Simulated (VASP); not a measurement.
Here is a VASP 6.6.1 calculation.

Contents of INCAR:

```
PREC = Accurate
ENCUT = 520
EDIFF = 1E-6
ISMEAR = -1
SIGMA = 0.1
LREAL = F
LASPH = T
NELM = 60
ALGO = Normal
ISIF = 2
LWAVE = F
LCHARG = F
GGA = PS
NBANDS = 13
```

Contents of KPOINTS:

```
Automatic mesh
0
Gamma
  11 11 11
```

Contents of POSCAR:

```
Sn
1.0
   -1.9195824644      1.9195824644      1.9195824644
    1.9195824644     -1.9195824644      1.9195824644
    1.9195824644      1.9195824644     -1.9195824644
Sn
1
Direct
    0.0000000000      0.0000000000      0.0000000000
```

Potentials or basis: VASP PAW PBE potentials, release 64 (Sn_d).

Run with:

```bash
$ cat potpaw_PBE.64/Sn_d/POTCAR > POTCAR
$ mpirun -np 1 vasp_std > vasp.out
```

(1) Estimate the pressure.

(2) Predict the band gap on the k mesh.

Results:

(1) -3.4 GPa.

(2) zero (band 7 reaches 15.04 eV, above the bottom of band 8 at 5.19 eV).

Caveat: the PAW data sets were made with another functional, which shifts forces and pressure a little; spin-orbit coupling is left out, which moves the levels of the heavy elements.
